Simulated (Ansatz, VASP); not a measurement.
Two plane-wave programs on HfO2

```
Hf O
1.0
     4.84070    0.00000    0.00000
     0.00000    4.84070    0.00000
     0.00000    0.00000    3.21102
Hf O
2 4
Direct
  0.00000 0.00000 0.97909
  0.50000 0.50000 0.52091
  0.19482 0.80518 0.49329
  0.30518 0.30518 0.00671
  0.69482 0.69482 0.00671
  0.80518 0.19482 0.49329
```

Change from the starting cell: mode 4 frozen in at -0.068 Å, equal normal strain along x, y and z -0.0083.

Alike in both runs: task single point; functional PBE; k mesh 6 × 6 × 8; occupations gaussian, width 0.05 eV; no spin polarisation.

|  | VASP | Ansatz |
| --- | --- | --- |
| version | VASP 6.6.1 | Ansatz 0.2.0 |
| potentials or method | VASP PAW PBE potentials, release 64 (Hf_pv, O), cutoff 520 eV | scalar-relativistic, plane waves, PAW |
| valence electrons in the cell | 44 | 76 |

VASP gave:

| Quantity | Value |
| --- | --- |
| gap on the k mesh at the Fermi level (eV) | 3.97 |
| least direct gap on the mesh (eV) | 3.97 |
| pressure (GPa) | 2.9 |
| traceless stress, the component that is largest in VASP (GPa) | 0.73 |
| rms of the force components (eV/Å) | 0.152 |

Q: What did Ansatz give for the same quantities?

A: gap on the k mesh at the Fermi level (eV): 4.03; least direct gap on the mesh (eV): 4.03; pressure (GPa): 5.8; traceless stress, the component that is largest in VASP (GPa): 1.23; rms of the force components (eV/Å): 0.160.

Atom by atom the forces differ by 0.026 eV/Å (rms over components). The functional is the same, so the differences come from potentials, cutoffs and numerics. VASP's potentials hold 44 valence electrons a cell and Ansatz's 76, so a difference there can come from the potentials and not from the codes.

Spin-orbit coupling is off throughout.
